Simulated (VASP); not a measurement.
Ta2N:

```xyz
9
Lattice="5.2966 0.0000 0.0000 -2.6483 4.5870 0.0000 0.0000 0.0000 4.9392" Properties=species:S:1:pos:R:3 pbc="T T T"
Ta    1.7647    3.0566    3.7223
Ta   -0.8836    1.5304    3.7223
Ta    1.7671    0.0000    3.7223
Ta    0.8836    1.5304    1.2169
Ta   -1.7647    3.0566    1.2169
Ta    3.5294    0.0000    1.2169
N     2.6483    1.5290    2.4696
N     0.0000    3.0580    2.4696
N     0.0000    0.0000    0.0000
```

| Property | Result |
| --- | --- |
| Program | VASP 6.6.1 |
| Task | relaxation of cell and atoms |
| Functional | LDA |
| Potentials or basis | VASP PAW LDA potentials, release 64 (Ta_pv, N) |
| Cutoff | 600 eV |
| k mesh | 6 × 6 × 4 |
| Occupations | gaussian, width 0.1 eV |
| Spin | no spin polarisation |

At the start: pressure -9.7 GPa; volume 13.33 Å³/atom.

Task: Where does the relaxation end?

Result: Over 6 steps the energy falls by 13.5 meV/atom and the volume is 12.90 Å³/atom (-3.2 %); space group P-31m (No. 162, to 0.1 Å) before and after.

The path:
| step | energy change (eV) | largest force (eV/Å) | pressure (GPa) | volume (Å³) |
| --- | --- | --- | --- | --- |
| 1 | 0.0000 | 0.1435 | -9.71 | 120.00 |
| 2 | 0.8177 | 0.3247 | 33.49 | 106.50 |
| 3 | -0.1207 | 0.0591 | -0.33 | 116.28 |
| 4 | -0.1208 | 0.0563 | -0.04 | 116.16 |
| 5 | -0.1208 | 0.0545 | 0.18 | 116.09 |
| 6 | -0.1212 | 0.0133 | 0.18 | 116.10 |

Final structure:
```xyz
9
Lattice="5.2398 0.0000 0.0000 -2.6199 4.5378 0.0000 0.0000 0.0000 4.8828" Properties=species:S:1:pos:R:3 pbc="T T T"
Ta    1.7468    3.0255    3.6763
Ta   -0.8731    1.5123    3.6763
Ta   -0.8736    4.5378    3.6763
Ta    0.8731    1.5123    1.2065
Ta   -1.7468    3.0255    1.2065
Ta    0.8736    4.5378    1.2065
N     2.6199    1.5126    2.4414
N     0.0000    3.0252    2.4414
N     2.6199    4.5378    4.8828
```
